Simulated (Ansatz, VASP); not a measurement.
# Si in VASP and in Ansatz

```
CELL_PARAMETERS angstrom
1.92587 3.33570 0.00000
0.00000 0.00000 6.36542
5.77683 -3.33525 0.00000
ATOMIC_POSITIONS crystal
Si 0.50000 0.06294 0.16668
Si 0.00000 0.06294 0.66668
Si 0.50000 0.56294 0.83332
Si 0.00000 0.56294 0.33332
Si 0.50000 0.43706 0.16668
Si 0.00000 0.43706 0.66668
Si 0.50000 0.93706 0.83332
Si 0.00000 0.93706 0.33332
```

Alike in both runs: functional PBE; k mesh 10 × 6 × 6; occupations gaussian, width 0.1 eV; no spin polarisation.

Ansatz relaxed the structure, and its values are those at the end. VASP's run is a single point on that final structure, the one shown.

```csv
,VASP,Ansatz
version,VASP 6.6.1,Ansatz 0.2.0
potentials or method,"VASP PAW PBE potentials, release 64 (Si), cutoff 520 eV","scalar-relativistic, plane waves, PAW"
valence electrons in the cell,32,32
```

Ansatz gave:

* gap on the k mesh at the Fermi level (eV): 0.45
* pressure (GPa): 0.0

Which values does VASP return?

gap on the k mesh at the Fermi level (eV): 0.45; pressure (GPa): -0.1.

The functional is the same, so the differences come from potentials, cutoffs and numerics.
